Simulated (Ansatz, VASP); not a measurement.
# One calculation of Cs, two programs

The input INCAR:

```
SYSTEM = Cs
ALGO = Normal ; EDIFF = 1E-6
ENCUT = 520 ; GGA = PE
ISIF = 2 ; ISMEAR = -1
LASPH = .TRUE. ; LCHARG = .FALSE.
LREAL = .FALSE. ; LWAVE = .FALSE.
NBANDS = 10 ; NELM = 100
PREC = Accurate ; SIGMA = 0.1
```

File KPOINTS:

```
k-points
0
G
  12 12 12
  0 0 0
```

Contents of POSCAR:

```
Cs
1.0
   -2.9928060526      2.9928060526      2.9928060526
    2.9928060526     -2.9928060526      2.9928060526
    2.9928060526      2.9928060526     -2.9928060526
Cs
1
Direct
    0.0000000000      0.0000000000      0.0000000000
```

Input for Ansatz:

```yaml
crystal:
  lattice:
    - [-2.9928060526, 2.9928060526, 2.9928060526]
    - [2.9928060526, -2.9928060526, 2.9928060526]
    - [2.9928060526, 2.9928060526, -2.9928060526]
  atoms:
    - { symbol: Cs, position: [0.0, 0.0, 0.0] }
hamiltonian:
  xc: pbe
  pseudopotentials:
    kind: paw
    azcp:
      Cs: "pseudopotentials/Cs.paw.azcp"
basis:
  ecutwfc: 420
  fft_grid_basis: typed
kpoints:
  mp_grid: { grid: [12, 12, 12], shift: [0, 0, 0] }
magnetization:
  spin_polarized: false
scf:
  occupations: { method: fermi_dirac, width: 0.1 }
output:
  stress: true
```

Alike in both runs: task single point; functional PBE; k mesh 12 × 12 × 12; occupations fermi-dirac, width 0.1 eV; no spin polarisation.

|  | VASP | Ansatz |
| --- | --- | --- |
| version | VASP 6.6.1 | Ansatz 0.2.0 |
| potentials or method | VASP PAW PBE potentials, release 64 (Cs_sv), cutoff 520 eV | plane waves (420 eV) with PAW, scalar-relativistic |
| valence electrons in the cell | 9 | 9 |

|  | VASP | Ansatz | Ansatz less VASP |
| --- | --- | --- | --- |
| pressure (GPa) | 0.2 | 0.2 | +0.01 |

Neither program's run includes spin-orbit coupling.
